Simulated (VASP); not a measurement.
# Fe (Im-3m) in VASP: further runs

Runs on Fe. Level: PBE. Tasks: single point.

Everything below comes from runs of VASP 6.6.1. Logs are shortened: lines on timing, memory, paths and dates and some standing lists are left out, and cuts for length are marked.

## (1) The cell of the first run

The structure is cubic, space group Im-3m (No. 229). Conventional cell: a = 2.831 Å, b = 2.831 Å, c = 2.831 Å, α = 90.00°, β = 90.00°, γ = 90.00°. Fe (site symmetry m-3m) has 14 Fe at 2.45 to 2.83 Å within 3.2 Å.

## (2) Single point, PBE, collinear spin, ferromagnetic start

File INCAR:

```
ALGO = Fast ; EDIFF = 1E-7
ENCUT = 520 ; GGA = PE
ISIF = 2 ; ISMEAR = 0
ISPIN = 2 ; LASPH = True
LCHARG = False ; LMAXMIX = 4
LORBIT = 11 ; LREAL = False
LWAVE = False ; MAGMOM = 2.5 2.5
NBANDS = 19 ; NELM = 150
PREC = Accurate ; SIGMA = 0.05
```

File KPOINTS:

```
k-points
0
Gamma
  14 14 10
```

File POSCAR:

```
Fe
1.0
    1.4155932731     -1.4155932731      1.4155932731
   -1.4155932731      1.4155932731      1.4155932731
   -2.8311865462     -2.8311865462      0.0000000000
Fe
2
Direct
    0.0000000000      0.0000000000      0.0000000000
    0.5000000000      0.5000000000      0.5000000000
```

Potentials or basis: VASP PAW PBE potentials, release 64 (Fe).

The run is started by

```sh
$ cat potpaw_PBE.64/Fe/POTCAR > POTCAR
$ mpirun -np 1 vasp_std > vasp.out
```

OUTCAR:

```text
EDIFF = 1E-7
   ENCUT = 520
   GGA = PE
   ISIF = 2
   ISMEAR = 0
   ISPIN = 2
   LASPH = True
   LORBIT = 11
   LREAL = False
   NELM = 150
   PREC = Accurate

 ion  position               nearest neighbor table
   1  0.000  0.000  0.000-   2 2.45   2 2.45   2 2.45   2 2.45   2 2.83   2 2.83   2 2.83   2 2.83

   2  0.500  0.500  0.500-   1 2.45   1 2.45   1 2.45   1 2.45   1 2.83   1 2.83   1 2.83   1 2.83

  LATTYP: Found a base centered orthorhombic cell.
 ALAT       =     2.8311865462
 B/A-ratio  =     1.4142135624
 C/A-ratio  =     1.4142135624

  Lattice vectors:

 A1 = (   1.4155932731,  -1.4155932731,   1.4155932731)
 A2 = (  -1.4155932731,   1.4155932731,   1.4155932731)
 A3 = (  -2.8311865462,  -2.8311865462,   0.0000000000)

Analysis of symmetry for initial positions (statically):
=====================================================================
 Subroutine PRICEL returns following result:

  LATTYP: Found a body centered cubic cell.
 ALAT       =     2.8311865462

  Lattice vectors:

 A1 = (   1.4155932731,  -1.4155932731,  -1.4155932731)
 A2 = (   1.4155932731,   1.4155932731,   1.4155932731)
 A3 = (  -1.4155932731,  -1.4155932731,   1.4155932731)

   2 primitive cells build up your supercell.

 Routine SETGRP: Setting up the symmetry group for a
 base centered orthorhombic supercell.

 Subroutine GETGRP returns: Found  8 space group operations
 (whereof  8 operations were pure point group operations)
 out of a pool of  8 trial point group operations.

The static configuration has the point symmetry D_2h.

Analysis of symmetry for dynamics (positions and initial velocities):
=====================================================================
 Subroutine PRICEL returns following result:

  LATTYP: Found a body centered cubic cell.
 ALAT       =     2.8311865462

  Lattice vectors:

 A1 = (   1.4155932731,  -1.4155932731,  -1.4155932731)
 A2 = (   1.4155932731,   1.4155932731,   1.4155932731)
 A3 = (  -1.4155932731,  -1.4155932731,   1.4155932731)

   2 primitive cells build up your supercell.

 Routine SETGRP: Setting up the symmetry group for a
 base centered orthorhombic supercell.

 Subroutine GETGRP returns: Found  8 space group operations
 (whereof  8 operations were pure point group operations)
 out of a pool of  8 trial point group operations.

The dynamic configuration has the point symmetry D_2h.

Analysis of structural, dynamic, and magnetic symmetry:
=====================================================================
 Subroutine PRICEL returns following result:

  LATTYP: Found a body centered cubic cell.
 ALAT       =     2.8311865462

  Lattice vectors:

 A1 = (   1.4155932731,  -1.4155932731,  -1.4155932731)
 A2 = (   1.4155932731,   1.4155932731,   1.4155932731)
 A3 = (  -1.4155932731,  -1.4155932731,   1.4155932731)

   2 primitive cells build up your supercell.

 Routine SETGRP: Setting up the symmetry group for a
 base centered orthorhombic supercell.

 Subroutine GETGRP returns: Found  8 space group operations
 (whereof  8 operations were pure point group operations)
 out of a pool of  8 trial point group operations.

The overall configuration has the point symmetry D_2h.

 Subroutine INISYM returns: Found  8 space group operations
 (whereof  8 operations are pure point group operations),
 and found     2 'primitive' translations

----------------------------------------------------------------------------------------

                                     Primitive cell

  volume of cell :      11.3469

  direct lattice vectors                    reciprocal lattice vectors
     1.415593273 -1.415593273 -1.415593273     0.353208799 -0.353208799  0.000000000
     1.415593273  1.415593273  1.415593273     0.353208799 -0.000000000  0.353208799
    -1.415593273 -1.415593273  1.415593273     0.000000000 -0.353208799  0.353208799

  length of vectors
     2.451879472  2.451879472  2.451879472     0.499512674  0.499512674  0.499512674

  position of ions in fractional coordinates (direct lattice)
     0.000000000  0.000000000  0.000000000

  ion indices of the primitive-cell ions
   primitive index   ion index
                 1           1

----------------------------------------------------------------------------------------

 KPOINTS: k-points

Automatic generation of k-mesh.
 Grid dimensions read from file:
 generate k-points for:   14   14   10

 Generating k-lattice:

  Cartesian coordinates                     Fractional coordinates (reciprocal lattice)
     0.012614600 -0.012614600  0.025229200     0.071428571  0.000000000  0.000000000
    -0.012614600  0.012614600  0.025229200     0.000000000  0.071428571  0.000000000
    -0.017660440 -0.017660440  0.000000000     0.000000000  0.000000000  0.100000000

  Length of vectors
     0.030899333  0.030899333  0.024975634

  Shift w.r.t. Gamma in fractional coordinates (k-lattice)
     0.000000000  0.000000000  0.000000000

 Subroutine IBZKPT returns following result:
 ===========================================

 Found    342 irreducible k-points:

 Following reciprocal coordinates:
            Coordinates               Weight
  0.000000  0.000000  0.000000      1.000000
  0.071429  0.000000  0.000000      4.000000
  0.142857  0.000000  0.000000      4.000000
  0.214286  0.000000  0.000000      4.000000
  0.285714  0.000000  0.000000      4.000000
  0.357143  0.000000  0.000000      4.000000
[... 16 lines left out ...]
  0.214286  0.142857  0.000000      4.000000
  0.285714  0.142857  0.000000      4.000000
 [... further k-points ...]
   k-points           NKPTS =    342   k-points in BZ     NKDIM =    342   number of bands    NBANDS=     19
   number of dos      NEDOS =    301   number of ions     NIONS =      2
   total plane-waves  NPLWV =   9720
   dimension x,y,z NGX =    18 NGY =   18 NGZ =   30
   dimension x,y,z NGXF=    36 NGYF=   36 NGZF=   60
   ions per type =               2
   NGX,Y,Z   is equivalent  to a cutoff of  12.20, 12.20, 12.46 a.u.
   NGXF,Y,Z  is equivalent  to a cutoff of  24.41, 24.41, 24.91 a.u.
 SYSTEM =  unknown system
   PREC   = accura    normal or accurate (medium, high low for compatibility)
   ISTART =      0    job   : 0-new  1-cont  2-samecut
   ICHARG =      2    charge: 1-file 2-atom 10-const
   ISPIN  =      2    spin polarized calculation?
   LNONCOLLINEAR =      F non collinear calculations
   LSORBIT =      F    spin-orbit coupling
   LASPH  =      T    aspherical Exc in radial PAW
   ENCUT  =  520.0 eV  38.22 Ry    6.18 a.u.   4.56  4.56  7.44*2*pi/ulx,y,z
   NELM   =    150;   NELMIN=  2; NELMDL= -5     # of ELM steps
   EDIFF  = 0.1E-06   stopping-criterion for ELM
   LREAL  =      F    real-space projection
   EDIFFG = 0.1E-05   stopping-criterion for IOM
   NSW    =      0    number of steps for IOM
   IBRION =     -1    ionic relax: 0-MD 1-quasi-New 2-CG
   NFREE  =      0    steps in history (QN), initial steepest desc. (CG)
   ISIF   =      2    stress and relaxation
   ISYM   =      2    0-nonsym 1-usesym 2-fastsym
   POTIM  = 0.5000    time-step for ionic-motion
   TEBEG  =    0.0;   TEEND  =   0.0 temperature during run
   PSTRESS=    0.0 pullay stress
   NELECT =      16.0000    total number of electrons
   NUPDOWN=      -1.0000    fix difference up-down
   EMIN   =  10.00;   EMAX   =-10.00  energy-range for DOS
   EFERMI =   0.00;   METHOD = LEGACY
   ISMEAR =     0;   SIGMA  =   0.05  broadening in eV -4-tet -1-fermi 0-gaus
   EFERMI_NEDOS =   21; number of points for ismear=-14 and -15
   IALGO  =     68    algorithm
   IMIX   =      4    mixing-type and parameters
     AMIX     =   0.40;   BMIX     =  1.00
     AMIX_MAG =   1.60;   BMIX_MAG =  1.00
  volume/ion in A,a.u.               =      11.35        76.57
  Fermi-wavevector in a.u.,A,eV,Ry     =   1.457068  2.753458 28.885791  2.123046
  Thomas-Fermi vector in A             =   2.573912
   LORBIT       =     11    0 simple, 1 ext, 2 COOP (PROOUT), +10 PAW based schemes
   GGA     = PE    functional components
   LHFCALC =     F    Hartree Fock is set to
   AEXX    =    0.0000 exact exchange contribution
   IVDW    =     0    specifies the selected vdW correction
   LEPSILON=     F    determine dielectric tensor
   LRPA    =     F    only Hartree local field effects (RPA)
 spin polarized calculation
 RMM-DIIS sequential band-by-band and
 Gauss-broadening in eV      SIGMA  =   0.05
  energy-cutoff  :      520.00
  volume of cell :       22.69
 maximum number of plane-waves:       633
   NGX =  9   NGY =  9   NGZ = 15

 number of electron      15.9999989 magnetization       4.3626344

 Free energy of the ion-electron system (eV)
  ---------------------------------------------------
  ext. energy  EPLUGINS =         0.00000000
  ---------------------------------------------------
  free energy    TOTEN  =       -16.48894055 eV

  energy without entropy =      -16.48683329  energy(sigma->0) =      -16.48788692

 E-fermi :   5.8325     XC(G=0): -13.1239

 val. band max:        5.8305205845   @ k =   0.2857   0.1429   0.3000
 cond. band min:       5.8344584122   @ k =   0.5000   0.4286   0.1000
 fundamental gap:      0.0039378276
 Fermi energy:         5.8324678624

 spin component 1

 k-point     1 :       0.0000    0.0000    0.0000
  band No.  band energies     occupation
      1      -2.6068      1.00000
      2       0.9078      1.00000
      3       2.4522      1.00000
      4       3.5366      1.00000
      5       3.5370      1.00000
      6       3.5381      1.00000
[... 11 lines left out ...]
     18      30.8652      0.00000
     19      30.8660      0.00000

 k-point     2 :       0.0714    0.0000    0.0000
  band No.  band energies     occupation
      1      -2.4480      1.00000
      2       1.0111      1.00000
      3       2.4733      1.00000
      4       3.5041      1.00000
      5       3.5201      1.00000
      6       3.6264      1.00000
[... 11 lines left out ...]
     18      30.3753      0.00000
     19      30.9293      0.00000

 k-point     3 :       0.1429    0.0000    0.0000
  band No.  band energies     occupation
      1      -1.9834      1.00000
      2       1.2999      1.00000
      3       2.5170      1.00000
      4       3.4064      1.00000
      5       3.4573      1.00000
      6       3.8896      1.00000
[... 434 lines left out ...]
      1      -0.2068      1.00000
      2       2.1880      1.00000
      3       2.4654      1.00000
      4       3.1252      1.00000
      5       3.4826      1.00000
      6       3.5880      1.00000
[... 11 lines left out ...]
     18      26.8967      0.00000
     19      28.7197      0.00000

 k-point    24 :       0.2857    0.1429    0.0000
  band No.  band energies     occupation
      1       0.6444      1.00000
      2       2.2364      1.00000
      3       2.7734      1.00000
      4       2.7743      1.00000
      5       3.0883      1.00000
      6       3.5641      1.00000
[... 11 lines left out ...]
     18      26.6503      0.00000
     19      28.3454      0.00000

 [... further k-points ...]

 spin component 2

 k-point     1 :       0.0000    0.0000    0.0000
  band No.  band energies     occupation
      1      -2.4336      1.00000
      2       2.1851      1.00000
      3       4.1552      1.00000
      4       5.4237      1.00000
      5       5.4307      1.00000
      6       5.4384      1.00000
[... 11 lines left out ...]
     18      30.6224      0.00000
     19      30.6255      0.00000

 k-point     2 :       0.0714    0.0000    0.0000
  band No.  band energies     occupation
      1      -2.2741      1.00000
      2       2.3011      1.00000
      3       4.1691      1.00000
      4       5.3933      1.00000
      5       5.4001      1.00000
      6       5.5310      1.00000
[... 11 lines left out ...]
     18      30.6177      0.00000
     19      30.7028      0.00000

 k-point     3 :       0.1429    0.0000    0.0000
  band No.  band energies     occupation
      1      -1.8054      1.00000
      2       2.6274      1.00000
      3       4.1912      1.00000
      4       5.2729      1.00000
      5       5.3199      1.00000
      6       5.3880      1.00000
[... 434 lines left out ...]
      1       0.0476      1.00000
      2       3.5895      1.00000
      3       3.9428      1.00000
      4       4.3850      1.00000
      5       5.4006      1.00000
      6       5.4207      1.00000
[... 11 lines left out ...]
     18      27.3460      0.00000
     19      29.1660      0.00000

 k-point    24 :       0.2857    0.1429    0.0000
  band No.  band energies     occupation
      1       1.0389      1.00000
      2       3.6970      1.00000
      3       4.1237      1.00000
      4       4.1301      1.00000
      5       5.1046      1.00000
      6       5.3596      1.00000
[... 11 lines left out ...]
     18      27.0765      0.00000
     19      28.7994      0.00000

 [... further k-points ...]

------------------------ aborting loop because EDIFF is reached ----------------------------------------

  FORCE on cell =-STRESS in cart. coord.  units (eV):
  Direction    XX          YY          ZZ          XY          YZ          ZX
  --------------------------------------------------------------------------------------
  -------------------------------------------------------------------------------------
  Total       -0.0362098     -0.0362098     -0.0501978     -0.0384122      0.0000000     -0.0000000
  in kB       -2.5564161     -2.5564161     -3.5439712     -2.7119051      0.0000000     -0.0000000
  external PRESSURE =      -2.8856011 kB  Pullay stress =       0.0000000 kB

 VOLUME and BASIS-vectors are now :
 -----------------------------------------------------------------------------
  energy-cutoff  :      520.00
  volume of cell :       22.69
      direct lattice vectors                 reciprocal lattice vectors
     1.415593273 -1.415593273  1.415593273     0.176604400 -0.176604400  0.353208799
    -1.415593273  1.415593273  1.415593273    -0.176604400  0.176604400  0.353208799
    -2.831186546 -2.831186546  0.000000000    -0.176604400 -0.176604400  0.000000000

 POSITION                                       TOTAL-FORCE (eV/Angst)
 -----------------------------------------------------------------------------------
      0.00000      0.00000      0.00000         0.000000     -0.000000      0.000000
     -1.41559     -1.41559      1.41559         0.000000      0.000000     -0.000000
 -----------------------------------------------------------------------------------
    total drift:                                0.000000     -0.000000     -0.000000

  FREE ENERGIE OF THE ION-ELECTRON SYSTEM (eV)
  ---------------------------------------------------
  free  energy   TOTEN  =       -16.4889405453 eV

  energy  without entropy=      -16.4868332943  energy(sigma->0) =      -16.48788692

 total charge

# of ion       s       p       d       tot
------------------------------------------
    1        0.488   0.541   6.242   7.271
    2        0.488   0.541   6.242   7.271
--------------------------------------------------
tot          0.976   1.082  12.483  14.541

 magnetization (x)

# of ion       s       p       d       tot
------------------------------------------
    1       -0.013  -0.053   2.243   2.177
    2       -0.013  -0.053   2.243   2.177
--------------------------------------------------
tot         -0.026  -0.105   4.485   4.354
```

It took 1.8 min on 1 thread of Intel Xeon 6975P-C (Granite Rapids), shared host; peak memory 0.3 GiB.

What came out:

```yaml
Free_energy: -16.4889 eV
Pressure: -0.3 GPa
Net_moment: 4.36 μB per cell
Site_moments: Fe +2.18 μB
Valence_electrons_inside_the_program's_atomic_spheres: Fe 7.27
```

Levels at points of the mesh, in eV from the Fermi level:
Spin up:
```
           k point  band 7  band 8  band 9  band 10  band 11  band 12  band 13  band 14
(0.00, 0.00, 0.00)   -1.09   -1.09   -1.01    -0.90     0.40     0.52     7.37    18.38
(0.50, 0.00, 0.00)   -1.12   -1.12   -0.68    -0.68     2.34     2.34    11.05    11.05
(0.50, 0.50, 0.00)    0.13    0.13    0.13     0.40     0.52     7.37     9.95     9.95
(0.00, 0.00, 0.50)   -1.24   -1.24   -1.07    -1.07    -1.02    -1.02    15.83    15.83
(0.50, 0.00, 0.50)   -0.90   -0.90    0.40     0.40     0.52     0.52     7.37     7.37
(0.50, 0.50, 0.50)   -1.30   -1.30    0.26     0.26     5.15     5.15     7.90     7.90
```
Spin down:
```csv
k point,band 4,band 5,band 6,band 7,band 8,band 9
"(0.00, 0.00, 0.00)",-0.41,-0.40,-0.39,0.63,1.51,1.66
"(0.50, 0.00, 0.00)",-1.68,-1.24,-1.24,1.35,1.35,1.92
"(0.50, 0.50, 0.00)",-1.69,0.64,1.51,1.92,2.29,2.29
"(0.00, 0.00, 0.50)",-1.06,-0.71,-0.71,0.94,0.94,1.31
"(0.50, 0.00, 0.50)",-1.68,0.63,0.63,1.51,1.51,1.92
"(0.50, 0.50, 0.50)",-1.97,-0.09,-0.09,0.70,0.70,2.45
```

## (3) Single point, PBE, collinear spin, antiferromagnetic start

File INCAR:

```
SYSTEM = Fe
ALGO = Fast ; EDIFF = 1E-6
ENCUT = 520 ; GGA = PE
ISIF = 2 ; ISMEAR = 0
ISPIN = 2 ; LASPH = .TRUE.
LCHARG = .FALSE. ; LMAXMIX = 4
LORBIT = 11 ; LREAL = .FALSE.
LWAVE = .FALSE. ; MAGMOM = 2.5 -2.5
NBANDS = 19 ; NELM = 150
PREC = Accurate ; SIGMA = 0.05
```

File KPOINTS:

```
k-points
0
G
  14 14 10
  0 0 0
```

POSCAR is that of step 2.

Potentials or basis: VASP PAW PBE potentials, release 64 (Fe).

The run is started by

```sh
$ cat potpaw_PBE.64/Fe/POTCAR > POTCAR
$ mpirun -np 1 vasp_std > vasp.out
```

Wall time 95 s (1 thread of Intel Xeon 6975P-C (Granite Rapids), shared host); peak memory 0.3 GiB.

The run converged. Its results:

* Free energy: -16.0533 eV
* Pressure: -2.7 GPa
* Band gap on the k mesh: zero (filled and empty bands overlap)
* Net moment: 0.00 μB per cell
* Site moments: Fe +1.95, -1.95 μB
* Valence electrons inside the program's atomic spheres: Fe 7.26

Stress tensor (GPa, compression positive):
```
-5.66  6.54  0.00
 6.54 -5.66  0.00
 0.00  0.00  3.35
```

Levels at points of the mesh, in eV from the Fermi level:
Spin up:
```csv
k point,band 5,band 6,band 7,band 8,band 9,band 10,band 11,band 12
"(0.00, 0.00, 0.00)",-1.89,-1.38,-1.31,-0.96,0.29,1.05,1.27,1.37
"(0.50, 0.00, 0.00)",-2.11,-1.76,-1.43,-0.87,0.84,1.45,2.24,3.33
"(0.50, 0.50, 0.00)",-0.17,0.22,0.31,0.32,0.96,1.00,1.80,7.74
"(0.00, 0.00, 0.50)",-1.63,-1.46,-1.37,-1.33,-1.28,0.46,0.89,1.22
"(0.50, 0.00, 0.50)",-1.04,-1.01,0.28,0.36,0.58,1.13,1.15,1.67
"(0.50, 0.50, 0.50)",-2.21,-1.52,-0.54,0.09,0.23,1.79,5.12,5.59
```
Spin down:
```
           k point  band 6  band 7  band 8  band 9  band 10  band 11
(0.00, 0.00, 0.00)   -1.38   -1.31   -0.96    0.29     1.05     1.27
(0.50, 0.00, 0.00)   -1.76   -1.43   -0.87    0.84     1.45     2.24
(0.50, 0.50, 0.00)    0.22    0.31    0.32    0.96     1.00     1.80
(0.00, 0.00, 0.50)   -1.46   -1.37   -1.33   -1.28     0.46     0.89
(0.50, 0.00, 0.50)   -1.01    0.28    0.36    0.58     1.13     1.15
(0.50, 0.50, 0.50)   -1.52   -0.54    0.09    0.23     1.79     5.12
```
